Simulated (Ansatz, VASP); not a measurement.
# One calculation of Ge3N, two programs

```xyz
4
Lattice="0.0000 3.1310 3.1310 3.1310 0.0000 3.1310 3.1310 3.1310 0.0000" Properties=species:S:1:pos:R:3 pbc="T T T"
Ge    1.5655    1.5655    1.5655
Ge    4.6966    4.6966    4.6966
Ge    3.1310    3.1310    3.1310
N     0.0000    0.0000    0.0000
```

Change from the starting cell: species swapped into the Li3Sn type (Fm-3m, No. 225).

Alike in both runs: task relaxation of cell and atoms; functional PBE; k mesh 6 × 6 × 6; occupations gaussian, width 0.1 eV; no spin polarisation.

|  | VASP | Ansatz |
| --- | --- | --- |
| version | VASP 6.6.1 | Ansatz 0.2.0 |
| potentials or method | VASP PAW PBE potentials, release 64 (Ge_d, N), cutoff 600 eV | scalar-relativistic, plane waves, PAW |
| valence electrons in the cell | 47 | 47 |

VASP gave:

| Item | Value |
| --- | --- |
| gap on the k mesh at the Fermi level, each at its own relaxed structure (eV) | none |
| relaxed volume (Å³/atom) | 15.48 |
| relaxed length of the cell vector where the two differ most in proportion (Å) | 4.440 |

Task: Estimate Ansatz's values.

Result: gap on the k mesh at the Fermi level, each at its own relaxed structure (eV): none; relaxed volume (Å³/atom): 15.49; relaxed length of the cell vector where the two differ most in proportion (Å): 4.441.

A gap of «none» marks a metal or a gap that the smearing closes.

Noted on VASP's run: too few bands were computed for a metal, which touches its energy and stress.
